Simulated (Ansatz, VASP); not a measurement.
Two plane-wave programs on TePtSe3

File INCAR:

```
ALGO = Normal ; EDIFF = 1E-7
EDIFFG = -0.04 ; ENCUT = 600
GGA = PE ; IBRION = 2
ISIF = 3 ; ISMEAR = 0
LASPH = T ; LCHARG = F
LREAL = F ; LWAVE = F
NELM = 80 ; NSW = 90
PREC = Accurate ; SIGMA = 0.1
```

KPOINTS

```
k-points
0
Gamma
  4 4 4
```

POSCAR

```
TePtSe3
1.0
    5.5166350900      0.0000000000      0.0000000000
    0.0000000000      5.5166350900      0.0000000000
    0.0000000000      0.0000000000      4.4887457500
Te Pt Se
1 1 3
Direct
    0.0000000000      0.0000000000      0.8620782500
    0.5000000000      0.5000000000      0.2429787100
    0.0000000000      0.0000000000      0.4437938400
    0.0000000000      0.5000000000      0.1044977700
    0.5000000000      0.0000000000      0.1044977700
```

Input for Ansatz:

```yaml
crystal:
  lattice:
    - [5.51663509, 0.0, 0.0]
    - [0.0, 5.51663509, 0.0]
    - [0.0, 0.0, 4.48874575]
  atoms:
    - { symbol: Te, position: [0.0, 0.0, 0.86207825] }
    - { symbol: Pt, position: [0.5, 0.5, 0.24297871] }
    - { symbol: Se, position: [0.0, 0.0, 0.44379384] }
    - { symbol: Se, position: [0.0, 0.5, 0.10449777] }
    - { symbol: Se, position: [0.5, 0.0, 0.10449777] }
basis:
  ecutwfc: 420
kpoints:
  mp_grid: { grid: [4, 4, 4] }
hamiltonian:
  xc: pbe
scf:
  occupations: { method: gaussian, width: 0.1 }
  lower_state_search: "off"
output:
  forces: true
  stress: true
  eigenvalues: true
relax:
  adjacent_minimum: "off"
  f_tol: 0.04
  max_steps: 70
  cell: { stress_tol: 0.4 }
```

Alike in both runs: task relaxation of cell and atoms; functional PBE; k mesh 4 × 4 × 4; occupations gaussian, width 0.1 eV; no spin polarisation.

```csv
,VASP,Ansatz
version,VASP 6.6.1,Ansatz 0.2.0
potentials or method,"VASP PAW PBE potentials, release 64 (Te, Pt, Se), cutoff 600 eV","scalar-relativistic, plane waves, PAW"
valence electrons in the cell,34,82
```

|  | VASP | Ansatz | Ansatz less VASP |
| --- | --- | --- | --- |
| gap on the k mesh at the Fermi level, each at its own relaxed structure (eV) | none | none | - |
| relaxed volume (Å³/atom) | 31.95 | 32.08 | +0.133 |
| relaxed length of the cell vector where the two differ most in proportion (Å) | 6.341 | 6.358 | +0.0174 |

A gap of «none» marks a metal or a gap that the smearing closes. VASP's potentials hold 34 valence electrons a cell and Ansatz's 82, so a difference there can come from the potentials and not from the codes.

Spin-orbit coupling is off throughout. Noted on VASP's run: the volume moved by over 15 % at a fixed basis, so the end points are rough.
